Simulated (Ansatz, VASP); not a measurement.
Two plane-wave programs on N

Contents of INCAR:

```
  ALGO = Normal
  EDIFF = 1E-6
  ENCUT = 600
  GGA = PS
  GGA_COMPAT = False
  ISIF = 2
  ISMEAR = 0
  LASPH = True
  LCHARG = False
  LREAL = False
  LWAVE = False
  NBANDS = 8
  NELM = 120
  PREC = Accurate
  SIGMA = 0.1
```

KPOINTS

```
k-points
0
Gamma
  10 10 10
```

File POSCAR:

```
N
1.0
    1.8769867339      0.0000000000      0.0000000000
    0.0000000000      1.8769867339      0.0000000000
    0.0000000000      0.0000000000      1.8770039392
N
1
Direct
    0.0000000000      0.0000000000      0.0000000000
```

Input for Ansatz:

```yaml
crystal:
  lattice:
    - [1.8769867339, 0.0, 0.0]
    - [0.0, 1.8769867339, 0.0]
    - [0.0, 0.0, 1.8770039392]
  atoms:
    - { symbol: "N", position: [0.0, 0.0, 0.0] }
basis:
  ecutwfc: 420
kpoints:
  mp_grid: { grid: [10, 10, 10] }
hamiltonian:
  xc: pbesol
scf:
  occupations: { method: gaussian, width: 0.1 }
output:
  forces: true
  stress: true
  eigenvalues: true
```

Alike in both runs: task single point; functional PBEsol; k mesh 10 × 10 × 10; occupations gaussian, width 0.1 eV; no spin polarisation.

|  | VASP | Ansatz |
| --- | --- | --- |
| version | VASP 6.6.1 | Ansatz 0.2.0 |
| potentials or method | VASP PAW PBE potentials, release 64 (N), cutoff 600 eV | scalar-relativistic, plane waves, PAW |
| valence electrons in the cell | 5 | 5 |

```tsv
	VASP	Ansatz	Ansatz less VASP
gap on the k mesh at the Fermi level (eV)	none	none	-
pressure (GPa)	-17.2	-16.5	+0.65
```

VASP's potentials were made for PBE, not for PBEsol. A gap of «none» marks a metal or a gap that the smearing closes. Ansatz's warnings: near symmetry operations not taken.
